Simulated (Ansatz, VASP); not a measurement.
# BAs in VASP and in Ansatz

```
As B
1.0
     0.00000    2.37247    2.37247
     2.37247    0.00000    2.37247
     2.37247    2.37247    0.00000
As B
1 1
Direct
  0.75000 0.75000 0.75000
  0.00000 0.00000 0.00000
```

Alike in both runs: task single point; functional LDA; k mesh 10 × 10 × 10; occupations fermi-dirac, width 0.05 eV; no spin polarisation.

|  | VASP | Ansatz |
| --- | --- | --- |
| version | VASP 6.6.1 | Ansatz 0.2.0 |
| potentials or method | VASP PAW LDA potentials, release 64 (As_d, B) | Ansatz PAW |
| plane-wave cutoff (eV) | 560 | 420 |
| valence electrons in the cell | 18 | 18 |

|  | VASP | Ansatz | Ansatz less VASP |
| --- | --- | --- | --- |
| gap on the k mesh at the Fermi level (eV) | 1.11 | 1.11 | +0.003 |
| least direct gap on the mesh (eV) | 3.28 | 3.28 | +0.004 |
| pressure (GPa) | -0.1 | -1.2 | -1.02 |

LDA's correlation is that of Perdew and Zunger in VASP and of Perdew and Wang (1992) in Ansatz.
